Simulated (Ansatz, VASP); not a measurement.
## Rh: VASP beside Ansatz

```
Rh
1.0
    -1.52920    1.52920    1.52920
     1.52920   -1.52920    1.52920
     1.52920    1.52920   -1.52920
Rh
1
Direct
  0.00000 0.00000 0.00000
```

Alike in both runs: functional r2SCAN; k mesh 15 × 15 × 15; occupations fermi-dirac, width 0.05 eV; collinear spin.

Ansatz relaxed the structure, and its values are those at the end. VASP's run is a single point on that final structure, the one shown.

|  | VASP | Ansatz |
| --- | --- | --- |
| version | VASP 6.6.1 | Ansatz 0.2.0 |
| potentials or method | VASP PAW PBE potentials, release 64 (Rh_pv), cutoff 520 eV | plane waves (500 eV) with PAW, scalar-relativistic |
| valence electrons in the cell | 15 | 17 |

```tsv
	VASP	Ansatz	Ansatz less VASP
pressure (GPa)	1.1	0.0	-1.06
net moment per atom (μB)	0.93	0.93	-0.003
size of the moment on the site where the two differ most (μB)	0.94	0.94	-0.007
```

VASP's potentials were made for PBE, not for r2SCAN. Site moments also hang on the region over which each program counts them. VASP's potentials hold 15 valence electrons a cell and Ansatz's 17, so a difference there can come from the potentials and not from the codes.
